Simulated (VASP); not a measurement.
# GaN (rocksalt type) (Fm-3m) in VASP: single point with r2SCAN

Aim: the single point of GaN (rocksalt type) with r2SCAN.

Everything below comes from runs of VASP 6.6.1. Logs are shortened: lines on timing, memory, paths and dates and some standing lists are left out, and cuts for length are marked.

## (1) The cell of the first run

The structure is cubic, space group Fm-3m (No. 225). Conventional cell: a = 4.217 Å, b = 4.217 Å, c = 4.217 Å, α = 90.00°, β = 90.00°, γ = 90.00°. Ga (site symmetry m-3m) has 6 N at 2.11 Å within 2.8 Å. Within 2.8 Å of N (site symmetry m-3m) lie 6 Ga at 2.11 Å.

## (2) Single point, r2SCAN (9.38 Å³/atom)

File POSCAR:

```
GaN
1.0
    0.0000000000      2.1086022615      2.1086022615
    2.1086022615      0.0000000000      2.1086022615
    2.1086022615      2.1086022615      0.0000000000
Ga N
1 1
Direct
    0.0000000000      0.0000000000      0.0000000000
    0.5000000000      0.5000000000      0.5000000000
```

File INCAR.step1:

```
PREC = Accurate
ENCUT = 1460
ISMEAR = -1
SIGMA = 0.1
LREAL = F
LASPH = T
NELM = 120
NBANDS = 16
GGA = PE
ALGO = Normal
EDIFF = 1E-5
LWAVE = T
LCHARG = F
GGA_COMPAT = F
```

File INCAR.step2:

```
PREC = Accurate
ENCUT = 1460
EDIFF = 1E-6
ISMEAR = -1
SIGMA = 0.1
LREAL = F
LASPH = T
NELM = 120
ALGO = Normal
ISIF = 2
LWAVE = F
LCHARG = T
METAGGA = R2SCAN
LMIXTAU = T
LELF = T
LVHAR = T
NBANDS = 16
ISTART = 1
GGA_COMPAT = F
```

File KPOINTS:

```
Automatic mesh
0
Gamma
  15 15 15
```

Potentials or basis: VASP PAW PBE potentials, release 64 (Ga_d, N_h).

Command:

```bash
$ cat potpaw_PBE.64/Ga_d/POTCAR potpaw_PBE.64/N_h/POTCAR > POTCAR
$ cp INCAR.step1 INCAR
$ mpirun -np 1 vasp_std > vasp.out
$ cp INCAR.step2 INCAR
$ mpirun -np 1 vasp_std > vasp.out
```

OUTCAR:

```text
PREC = Accurate
   ENCUT = 1460
   EDIFF = 1E-6
   ISMEAR = -1
   LREAL = F
   LASPH = T
   NELM = 120
   ISIF = 2
   METAGGA = R2SCAN
   ISTART = 1

 ion  position               nearest neighbor table
   1  0.000  0.000  0.000-   2 2.11   2 2.11   2 2.11   2 2.11   2 2.11   2 2.11
   2  0.500  0.500  0.500-   1 2.11   1 2.11   1 2.11   1 2.11   1 2.11   1 2.11

  LATTYP: Found a face centered cubic cell.
 ALAT       =     4.2172045230

  Lattice vectors:

 A1 = (   0.0000000000,   2.1086022615,   2.1086022615)
 A2 = (   2.1086022615,   0.0000000000,   2.1086022615)
 A3 = (   2.1086022615,   2.1086022615,   0.0000000000)

Analysis of symmetry for initial positions (statically):
=====================================================================
 Subroutine PRICEL returns:
 Original cell was already a primitive cell.

 Routine SETGRP: Setting up the symmetry group for a
 face centered cubic supercell.

 Subroutine GETGRP returns: Found 48 space group operations
 (whereof 48 operations were pure point group operations)
 out of a pool of 48 trial point group operations.

The static configuration has the point symmetry O_h .

Analysis of symmetry for dynamics (positions and initial velocities):
=====================================================================
 Subroutine PRICEL returns:
 Original cell was already a primitive cell.

 Routine SETGRP: Setting up the symmetry group for a
 face centered cubic supercell.

 Subroutine GETGRP returns: Found 48 space group operations
 (whereof 48 operations were pure point group operations)
 out of a pool of 48 trial point group operations.

The dynamic configuration has the point symmetry O_h .

 Subroutine INISYM returns: Found 48 space group operations
 (whereof 48 operations are pure point group operations),
 and found     1 'primitive' translations

----------------------------------------------------------------------------------------

                                     Primitive cell

  volume of cell :      18.7505

  direct lattice vectors                    reciprocal lattice vectors
     0.000000000  2.108602262  2.108602262    -0.237123904  0.237123904  0.237123904
     2.108602262  0.000000000  2.108602262     0.237123904 -0.237123904  0.237123904
     2.108602262  2.108602262  0.000000000     0.237123904  0.237123904 -0.237123904

  length of vectors
     2.982013916  2.982013916  2.982013916     0.410710649  0.410710649  0.410710649

  position of ions in fractional coordinates (direct lattice)
     0.000000000  0.000000000  0.000000000
     0.500000000  0.500000000  0.500000000

  ion indices of the primitive-cell ions
   primitive index   ion index
                 1           1
                 2           2

----------------------------------------------------------------------------------------

 KPOINTS: Automatic mesh

Automatic generation of k-mesh.
 Grid dimensions read from file:
 generate k-points for:   15   15   15

 Generating k-lattice:

  Cartesian coordinates                     Fractional coordinates (reciprocal lattice)
    -0.015808260  0.015808260  0.015808260     0.066666667  0.000000000  0.000000000
     0.015808260 -0.015808260  0.015808260     0.000000000  0.066666667  0.000000000
     0.015808260  0.015808260 -0.015808260     0.000000000  0.000000000  0.066666667

  Length of vectors
     0.027380710  0.027380710  0.027380710

  Shift w.r.t. Gamma in fractional coordinates (k-lattice)
     0.000000000  0.000000000  0.000000000

 Subroutine IBZKPT returns following result:
 ===========================================

 Found    120 irreducible k-points:

 Following reciprocal coordinates:
            Coordinates               Weight
  0.000000  0.000000  0.000000      1.000000
  0.066667  0.000000  0.000000      8.000000
  0.133333  0.000000  0.000000      8.000000
  0.200000  0.000000  0.000000      8.000000
  0.266667  0.000000  0.000000      8.000000
  0.333333  0.000000  0.000000      8.000000
[... 16 lines left out ...]
  0.133333  0.133333  0.000000      6.000000
  0.200000  0.133333  0.000000     24.000000
 [... further k-points ...]
   k-points           NKPTS =    120   k-points in BZ     NKDIM =    120   number of bands    NBANDS=     16
   number of dos      NEDOS =    301   number of ions     NIONS =      2
   total plane-waves  NPLWV =  64000
   dimension x,y,z NGX =    40 NGY =   40 NGZ =   40
   dimension x,y,z NGXF=    80 NGYF=   80 NGZF=   80
   ions per type =               1   1
   NGX,Y,Z   is equivalent  to a cutoff of  22.30, 22.30, 22.30 a.u.
   NGXF,Y,Z  is equivalent  to a cutoff of  44.60, 44.60, 44.60 a.u.
 SYSTEM =  unknown system
   PREC   = accura    normal or accurate (medium, high low for compatibility)
   ISTART =      1    job   : 0-new  1-cont  2-samecut
   ICHARG =      0    charge: 1-file 2-atom 10-const
   ISPIN  =      1    spin polarized calculation?
   LNONCOLLINEAR =      F non collinear calculations
   LSORBIT =      F    spin-orbit coupling
   LASPH  =      T    aspherical Exc in radial PAW
   ENCUT  = 1460.0 eV 107.31 Ry   10.36 a.u.   9.29  9.29  9.29*2*pi/ulx,y,z
   NELM   =    120;   NELMIN=  2; NELMDL=  0     # of ELM steps
   EDIFF  = 0.1E-05   stopping-criterion for ELM
   LREAL  =      F    real-space projection
[... 7 lines left out ...]
   TEBEG  =    0.0;   TEEND  =   0.0 temperature during run
   PSTRESS=    0.0 pullay stress
   NELECT =      18.0000    total number of electrons
   NUPDOWN=      -1.0000    fix difference up-down
   EMIN   =  10.00;   EMAX   =-10.00  energy-range for DOS
   EFERMI =   0.00;   METHOD = LEGACY
   ISMEAR =    -1;   SIGMA  =   0.10  broadening in eV -4-tet -1-fermi 0-gaus
   EFERMI_NEDOS =   21; number of points for ismear=-14 and -15
   IALGO  =     38    algorithm
   IMIX   =      4    mixing-type and parameters
     AMIX     =   0.40;   BMIX     =  1.00
     AMIX_MAG =   1.60;   BMIX_MAG =  1.00
  volume/ion in A,a.u.               =       9.38        63.27
  Fermi-wavevector in a.u.,A,eV,Ry     =   1.614957  3.051826 35.485172  2.608087
  Thomas-Fermi vector in A             =   2.709782
   LORBIT       =      0    0 simple, 1 ext, 2 COOP (PROOUT), +10 PAW based schemes
   METAGGA = R2SCAN    functional components
   LHFCALC =     F    Hartree Fock is set to
   AEXX    =    0.0000 exact exchange contribution
   IVDW    =     0    specifies the selected vdW correction
   LEPSILON=     F    determine dielectric tensor
   LRPA    =     F    only Hartree local field effects (RPA)
 non-spin polarized calculation
  energy-cutoff  :     1460.00
  volume of cell :       18.75
 maximum number of plane-waves:      2421
 NGX is ok and might be reduce to    40
   NGX = 19   NGY = 19   NGZ = 19

 number of electron      18.0000000 magnetization

 Free energy of the ion-electron system (eV)
  ---------------------------------------------------
  ext. energy  EPLUGINS =         0.00000000
  ---------------------------------------------------
  free energy    TOTEN  =       -20.97985212 eV

  energy without entropy =      -20.97979759  energy(sigma->0) =      -20.97982486

 E-fermi :   8.8612     XC(G=0): -14.2083

 val. band max:        8.1004164524   @ k =  -0.2000   0.1333   0.0000
 cond. band min:       9.3393280713   @ k =   0.4667   0.4667   0.0000
 fundamental gap:      1.2389116189
 Fermi energy:         8.8612011779

 k-point     1 :       0.0000    0.0000    0.0000
  band No.  band energies     occupation
      1     -10.0292      2.00000
      2      -6.2791      2.00000
      3      -6.2791      2.00000
      4      -6.2791      2.00000
      5      -6.2094      2.00000
      6      -6.2094      2.00000
[... 8 lines left out ...]
     15      25.1292      0.00000
     16      25.1292      0.00000

 k-point     2 :       0.0667    0.0000    0.0000
  band No.  band energies     occupation
      1      -9.9412      2.00000
      2      -6.2826      2.00000
      3      -6.2742      2.00000
      4      -6.2742      2.00000
      5      -6.2165      2.00000
      6      -6.2165      2.00000
[... 8 lines left out ...]
     15      24.9685      0.00000
     16      25.1097      0.00000

 k-point     3 :       0.1333    0.0000    0.0000
  band No.  band energies     occupation
      1      -9.6810      2.00000
      2      -6.2927      2.00000
      3      -6.2772      2.00000
      4      -6.2772      2.00000
      5      -6.2194      2.00000
      6      -6.2194      2.00000
[... 8 lines left out ...]
     15      25.2270      0.00000
     16      25.2270      0.00000

 k-point     4 :       0.2000    0.0000    0.0000
  band No.  band energies     occupation
      1      -9.2619      2.00000
      2      -6.3137      2.00000
      3      -6.3137      2.00000
      4      -6.3085      2.00000
      5      -6.1912      2.00000
      6      -6.1912      2.00000
[... 8 lines left out ...]
     15      26.0318      0.00000
     16      26.0318      0.00000

 k-point     5 :       0.2667    0.0000    0.0000
  band No.  band energies     occupation
      1      -8.7108      2.00000
      2      -6.3635      2.00000
      3      -6.3635      2.00000
      4      -6.3292      2.00000
      5      -6.1504      2.00000
      6      -6.1504      2.00000
[... 8 lines left out ...]
     15      27.2126      0.00000
     16      27.2126      0.00000

 k-point     6 :       0.3333    0.0000    0.0000
  band No.  band energies     occupation
      1      -8.0779      2.00000
      2      -6.4121      2.00000
      3      -6.4121      2.00000
      4      -6.3566      2.00000
      5      -6.1097      2.00000
      6      -6.1097      2.00000
[... 8 lines left out ...]
     15      28.6961      0.00000
     16      28.6961      0.00000

 k-point     7 :       0.4000    0.0000    0.0000
  band No.  band energies     occupation
      1      -7.4560      2.00000
      2      -6.4501      2.00000
      3      -6.4501      2.00000
      4      -6.3990      2.00000
      5      -6.0773      2.00000
      6      -6.0773      2.00000
[... 8 lines left out ...]
     15      30.4143      0.00000
     16      30.4143      0.00000

 k-point     8 :       0.4667    0.0000    0.0000
  band No.  band energies     occupation
      1      -7.0076      2.00000
      2      -6.4709      2.00000
      3      -6.4709      2.00000
      4      -6.4665      2.00000
      5      -6.0595      2.00000
      6      -6.0595      2.00000
[... 8 lines left out ...]
     15      32.1630      0.00000
     16      32.1630      0.00000

 k-point     9 :       0.0667    0.0667    0.0000
  band No.  band energies     occupation
      1      -9.9128      2.00000
      2      -6.2866      2.00000
      3      -6.2698      2.00000
      4      -6.2698      2.00000
      5      -6.2341      2.00000
      6      -6.2046      2.00000
[... 8 lines left out ...]
     15      26.1939      0.00000
     16      26.1939      0.00000
[... 172 lines left out ...]
 k-point    19 :      -0.2667    0.0667    0.0000
  band No.  band energies     occupation
      1      -8.4651      2.00000
      2      -6.3908      2.00000
      3      -6.3788      2.00000
      4      -6.3197      2.00000
      5      -6.1560      2.00000
      6      -6.0902      2.00000
[... 8 lines left out ...]
     15      26.6952      0.00000
     16      28.9580      0.00000

 k-point    20 :      -0.2000    0.0667    0.0000
  band No.  band energies     occupation
      1      -9.0304      2.00000
      2      -6.3407      2.00000
      3      -6.3301      2.00000
      4      -6.3091      2.00000
      5      -6.1997      2.00000
      6      -6.1382      2.00000
[... 8 lines left out ...]
     15      25.4931      0.00000
     16      27.7216      0.00000

 k-point    21 :      -0.1333    0.0667    0.0000
  band No.  band energies     occupation
      1      -9.4868      2.00000
      2      -6.3006      2.00000
      3      -6.2900      2.00000
      4      -6.2877      2.00000
      5      -6.2371      2.00000
      6      -6.1794      2.00000
[... 8 lines left out ...]
     15      25.6298      0.00000
     16      26.7406      0.00000

 k-point    22 :      -0.0667    0.0667    0.0000
  band No.  band energies     occupation
      1      -9.7967      2.00000
      2      -6.2891      2.00000
      3      -6.2716      2.00000
      4      -6.2651      2.00000
      5      -6.2443      2.00000
      6      -6.2047      2.00000
[... 8 lines left out ...]
     15      25.5406      0.00000
     16      25.9598      0.00000

 k-point    23 :       0.1333    0.1333    0.0000
  band No.  band energies     occupation
      1      -9.5819      2.00000
      2      -6.3080      2.00000
      3      -6.2848      2.00000
      4      -6.2422      2.00000
      5      -6.2422      2.00000
      6      -6.1911      2.00000
[... 8 lines left out ...]
     15      28.1938      0.00000
     16      28.1938      0.00000

 k-point    24 :       0.2000    0.1333    0.0000
  band No.  band energies     occupation
      1      -9.2980      2.00000
      2      -6.3217      2.00000
      3      -6.3089      2.00000
      4      -6.2395      2.00000
      5      -6.2122      2.00000
      6      -6.1720      2.00000
[... 8 lines left out ...]
     15      28.5173      0.00000
     16      28.8628      0.00000

 [... further k-points ...]

------------------------ aborting loop because EDIFF is reached ----------------------------------------

  FORCE on cell =-STRESS in cart. coord.  units (eV):
  Direction    XX          YY          ZZ          XY          YZ          ZX
  --------------------------------------------------------------------------------------
  -------------------------------------------------------------------------------------
  Total        0.1180086      0.1180086      0.1180086      0.0000000      0.0000000      0.0000000
  in kB       10.0834781     10.0834781     10.0834781      0.0000000      0.0000000      0.0000000
  external PRESSURE =      10.0834781 kB  Pullay stress =       0.0000000 kB

 VOLUME and BASIS-vectors are now :
 -----------------------------------------------------------------------------
  energy-cutoff  :     1460.00
  volume of cell :       18.75
      direct lattice vectors                 reciprocal lattice vectors
     0.000000000  2.108602262  2.108602262    -0.237123904  0.237123904  0.237123904
     2.108602262  0.000000000  2.108602262     0.237123904 -0.237123904  0.237123904
     2.108602262  2.108602262  0.000000000     0.237123904  0.237123904 -0.237123904

 POSITION                                       TOTAL-FORCE (eV/Angst)
 -----------------------------------------------------------------------------------
      0.00000      0.00000      0.00000         0.000000     -0.000000     -0.000000
      2.10860      2.10860      2.10860        -0.000000      0.000000      0.000000
 -----------------------------------------------------------------------------------
    total drift:                                0.000000     -0.000000     -0.000000

  FREE ENERGIE OF THE ION-ELECTRON SYSTEM (eV)
  ---------------------------------------------------
  free  energy   TOTEN  =       -20.9798521210 eV

  energy  without entropy=      -20.9797975900  energy(sigma->0) =      -20.97982486
```

It took 9 min on 1 thread of Intel Xeon Platinum 8259CL at 2.50GHz (Skylake/Cascade Lake), shared host; peak memory 0.39 GiB.

Results:

```
Free energy            : -20.9799 eV
Pressure               : 1.0 GPa
Band gap on the k mesh : 1.24 eV (least direct gap 3.40 eV)
```

Caveat: the PAW data sets were made with another functional, which shifts forces and pressure a little; an odd mesh through Γ misses points on the zone boundary, where band edges can lie.
